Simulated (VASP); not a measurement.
# Si15Mo (P1) in VASP: single point with PBEsol

Aim: the single point of Si15Mo with PBEsol.

All numbers are computed with VASP 6.6.1; they aren't measurements. Logs are shortened: lines on timing, memory, paths and dates and some standing lists are left out, and cuts for length are marked.

## 1. The cell of the first run

The typed cell holds 16 atoms: a = 7.689 Å, b = 7.689 Å, c = 7.689 Å, α = 60.00°, β = 60.00°, γ = 60.00°.

## 2. Single point, PBEsol, collinear spin, zero start

File INCAR:

```
ALGO     = Normal         # electronic algorithm
EDIFF    = 1E-6           # SCF threshold, eV
ENCUT    = 520            # plane-wave cutoff, eV
GGA      = PS             # functional
ISIF     = 2              # what is computed and relaxed
ISMEAR   = 0              # smearing method
ISPIN    = 2              # spin polarisation
LASPH    = True           # aspherical terms in the spheres
LCHARG   = False          # write CHGCAR
LMAXMIX  = 4              # l up to which the mixer works
LORBIT   = 11             # projections on sites
LREAL    = Auto         
LWAVE    = False          # write WAVECAR
MAGMOM   = 0 0 0 0 0 0 0 0 0 0 0 0 0 0 0 0 # initial moments
NBANDS   = 55             # bands
NELM     = 150            # most SCF steps
NUPDOWN  = 0.0            # fixed moment
PREC     = Accurate       # precision mode
SIGMA    = 0.05           # smearing width, eV
```

File KPOINTS:

```
k-points
0
Gamma
  3 3 3
```

File POSCAR:

```
Si15Mo
1.0
    0.0000000000      5.4370000000      5.4370000000
    5.4370000000      0.0000000000      5.4370000000
    5.4370000000      5.4370000000      0.0000000000
Mo Si
1 15
Direct
    0.9993546609      0.9985862513      0.0015552719
    0.9980612521      0.9979787802      0.5023202166
    0.9982386831      0.5001527518      0.9991540387
    0.9981353438      0.5009468725      0.5015105833
    0.5009660284      0.9976566524      0.9995290371
    0.5000846520      0.9979463222      0.5026542266
    0.5012901211      0.5001108728      0.9992638071
    0.4994575473      0.4991015151      0.5007664590
    0.1283864142      0.1275852945      0.1297249614
    0.1274213331      0.1282874892      0.6153177199
    0.1287392062      0.6124180581      0.1289523127
    0.1252836141      0.6240216902      0.6252277249
    0.6131572147      0.1275344374      0.1300523780
    0.6241178574      0.1249124031      0.6256005070
    0.6242990851      0.6237105230      0.1265853926
    0.6241949663      0.6239945633      0.6253315285
```

Potentials or basis: VASP PAW PBE potentials, release 64 (Mo_sv, Si).

Command:

```
$ cat potpaw_PBE.64/Mo_sv/POTCAR potpaw_PBE.64/Si/POTCAR > POTCAR
$ mpirun -np 1 vasp_std > vasp.out
```

OUTCAR:

```text
EDIFF = 1E-6
   ENCUT = 520
   GGA = PS
   ISIF = 2
   ISMEAR = 0
   ISPIN = 2
   LASPH = True
   LORBIT = 11
   LREAL = Auto
   NELM = 150
   NUPDOWN = 0.0
   PREC = Accurate

 ion  position               nearest neighbor table
   1  0.999  0.999  0.002-  11 2.42  13 2.42   9 2.42  10 2.42
   2  0.998  0.998  0.502-   9 2.34  10 2.34  14 2.35  12 2.35
   3  0.998  0.500  0.999-  11 2.34   9 2.34  12 2.35  15 2.35
   4  0.998  0.501  0.502-  11 2.34  10 2.34  16 2.35  12 2.35
   5  0.501  0.998  1.000-   9 2.34  13 2.34  14 2.35  15 2.35
   6  0.500  0.998  0.503-  13 2.34  10 2.34  14 2.35  16 2.35
[... 8 lines left out ...]
  15  0.624  0.624  0.127-   7 2.35   3 2.35   5 2.35   8 2.35
  16  0.624  0.624  0.625-   7 2.35   4 2.35   6 2.35   8 2.35

  LATTYP: Found a face centered cubic cell.
 ALAT       =    10.8740000000

  Lattice vectors:

 A1 = (   0.0000000000,   5.4370000000,   5.4370000000)
 A2 = (   5.4370000000,   0.0000000000,   5.4370000000)
 A3 = (   5.4370000000,   5.4370000000,   0.0000000000)

Analysis of symmetry for initial positions (statically):
=====================================================================
 Subroutine PRICEL returns:
 Original cell was already a primitive cell.

 Routine SETGRP: Setting up the symmetry group for a
 face centered cubic supercell.

 Subroutine GETGRP returns: Found  1 space group operations
 (whereof  1 operations were pure point group operations)
 out of a pool of 48 trial point group operations.

The static configuration has the point symmetry C_1 .

Analysis of symmetry for dynamics (positions and initial velocities):
=====================================================================
 Subroutine PRICEL returns:
 Original cell was already a primitive cell.

 Routine SETGRP: Setting up the symmetry group for a
 face centered cubic supercell.

 Subroutine GETGRP returns: Found  1 space group operations
 (whereof  1 operations were pure point group operations)
 out of a pool of 48 trial point group operations.

The dynamic configuration has the point symmetry C_1 .

Analysis of structural, dynamic, and magnetic symmetry:
=====================================================================
 Subroutine PRICEL returns:
 Original cell was already a primitive cell.

 Routine SETGRP: Setting up the symmetry group for a
 face centered cubic supercell.

 Subroutine GETGRP returns: Found  1 space group operations
[... 163 lines left out ...]
 Free energy of the ion-electron system (eV)
  ---------------------------------------------------
  ext. energy  EPLUGINS =         0.00000000
  ---------------------------------------------------
  free energy    TOTEN  =       -94.43809922 eV

  energy without entropy =      -94.41631044  energy(sigma->0) =      -94.42720483

 E-fermi :   5.8151     XC(G=0):  -9.6941

 val. band max:        5.8144674347   @ k =   0.0000   0.3333   0.0000
 cond. band min:       5.8151664647   @ k =   0.0000   0.0000   0.3333
 fundamental gap:      0.0006990300
 Fermi energy:         5.8150755981

 spin component 1

 k-point     1 :       0.0000    0.0000    0.0000
  band No.  band energies     occupation
      1     -54.2450      1.00000
      2     -28.4307      1.00000
      3     -28.4293      1.00000
      4     -28.4288      1.00000
      5      -5.9770      1.00000
      6      -3.7919      1.00000
[... 717 lines left out ...]
     48       9.3117      0.00000
     49       9.3920      0.00000
 Fermi energy:         5.8150556652

 spin component 2

 k-point     1 :       0.0000    0.0000    0.0000
  band No.  band energies     occupation
      1     -54.2450      1.00000
      2     -28.4307      1.00000
      3     -28.4294      1.00000
      4     -28.4287      1.00000
      5      -5.9770      1.00000
      6      -3.7919      1.00000
[... 717 lines left out ...]
     48       9.3117      0.00000
     49       9.3920      0.00000
 [bands above 49 left out]

------------------------ aborting loop because EDIFF is reached ----------------------------------------

  FORCE on cell =-STRESS in cart. coord.  units (eV):
  Direction    XX          YY          ZZ          XY          YZ          ZX
  --------------------------------------------------------------------------------------
  -------------------------------------------------------------------------------------
  Total        1.6024148      1.6043711      1.6139661     -0.0060815      0.0002203      0.0008463
  in kB        7.9868871      7.9966378      8.0444621     -0.0303118      0.0010982      0.0042181
  external PRESSURE =       8.0093290 kB  Pullay stress =       0.0000000 kB

 VOLUME and BASIS-vectors are now :
 -----------------------------------------------------------------------------
  energy-cutoff  :      520.00
  volume of cell :      321.45
      direct lattice vectors                 reciprocal lattice vectors
     0.000000000  5.437000000  5.437000000    -0.091962479  0.091962479  0.091962479
     5.437000000  0.000000000  5.437000000     0.091962479 -0.091962479  0.091962479
     5.437000000  5.437000000  0.000000000     0.091962479  0.091962479 -0.091962479

 POSITION                                       TOTAL-FORCE (eV/Angst)
 -----------------------------------------------------------------------------------
      5.43777      5.44195     10.86280        -0.001239     -0.003760      0.002655
      8.15713      8.15757     10.85247        -0.001379      0.000059     -0.146634
      8.15173     10.85982      8.14675         0.001681     -0.141423      0.000293
      5.45036      8.15357      8.15051         0.145171     -0.000945      0.000662
     10.85870      8.15819      8.14801        -0.142976      0.001254     -0.001550
      8.15877      5.45189      8.14479        -0.001385      0.146624      0.000407
[... 8 lines left out ...]
      4.07936      4.08256      6.78543         0.018502      0.017641     -0.017255
      6.79259      6.79368      6.78641        -0.017698     -0.018057     -0.019725
 -----------------------------------------------------------------------------------
    total drift:                                0.000793     -0.001509      0.013244

  FREE ENERGIE OF THE ION-ELECTRON SYSTEM (eV)
  ---------------------------------------------------
  free  energy   TOTEN  =       -94.4380992158 eV

  energy  without entropy=      -94.4163104417  energy(sigma->0) =      -94.42720483

 total charge

# of ion       s       p       d       tot
------------------------------------------
    1        2.374   6.079   4.103  12.555
    2        0.760   0.928   0.000   1.687
    3        0.759   0.928   0.000   1.687
    4        0.760   0.928   0.000   1.687
    5        0.759   0.928   0.000   1.687
    6        0.760   0.928   0.000   1.687
[... 8 lines left out ...]
   15        0.750   0.940   0.000   1.690
   16        0.750   0.940   0.000   1.690
--------------------------------------------------
tot         13.760  20.127   4.103  37.989

 magnetization (x)

# of ion       s       p       d       tot
------------------------------------------
    1       -0.000  -0.000  -0.000  -0.000
    2        0.000   0.000   0.000   0.000
    3       -0.000  -0.000   0.000  -0.000
    4        0.000   0.000   0.000   0.000
    5        0.000   0.000   0.000   0.000
    6       -0.000  -0.000   0.000  -0.000
[... 8 lines left out ...]
   15       -0.000   0.000   0.000  -0.000
   16        0.000   0.000   0.000   0.000
--------------------------------------------------
tot          0.000   0.000  -0.000  -0.000
```

stdout:

```text
POSCAR found type information on POSCAR MoSi
 POSCAR found :  2 types and      16 ions
 scaLAPACK will be used
 -----------------------------------------------------------------------------
|                                                                             |
|                                                                             |
|     You enforced a specific xc type in the INCAR file but a different       |
|     I HOPE YOU KNOW WHAT YOU ARE DOING!                                     |
|                                                                             |
 -----------------------------------------------------------------------------

 LDA part: xc-table for (Slater+PW92), standard interpolation
 POSCAR, INCAR and KPOINTS ok, starting setup
 FFT: planning ... GRIDC
 FFT: planning ... GRID_SOFT
 FFT: planning ... GRID
 WAVECAR not read
 entering main loop
```

Wall time 15 min (1 thread of AMD EPYC 9R14 (Zen 4), shared host); peak memory 0.77 GiB.

What came out:

```yaml
Free_energy: -94.4381 eV
Pressure: 0.8 GPa
Largest_force: 0.505 eV/Å
Net_moment: 0.00 μB per cell
Valence_electrons_inside_the_program's_atomic_spheres: Mo 12.55; Si 1.69, 1.72, 1.71
```

Forces on the atoms (eV/Å):
```
Mo  -0.001 -0.004  0.003
Si  -0.001  0.000 -0.147
Si   0.002 -0.141  0.000
Si   0.145 -0.001  0.001
Si  -0.143  0.001 -0.002
Si  -0.001  0.147  0.000
Si   0.001  0.000  0.143
Si   0.000  0.001  0.000
Si  -0.291 -0.293 -0.291
Si   0.290  0.293 -0.292
Si   0.289 -0.291  0.287
Si  -0.015  0.018  0.020
Si  -0.293  0.289  0.290
Si   0.018 -0.018  0.023
Si   0.019  0.018 -0.017
Si  -0.018 -0.018 -0.020
```

Caveat: the PAW data sets were made with another functional, which shifts forces and pressure a little; the total moment is fixed, so each spin has its own Fermi level.
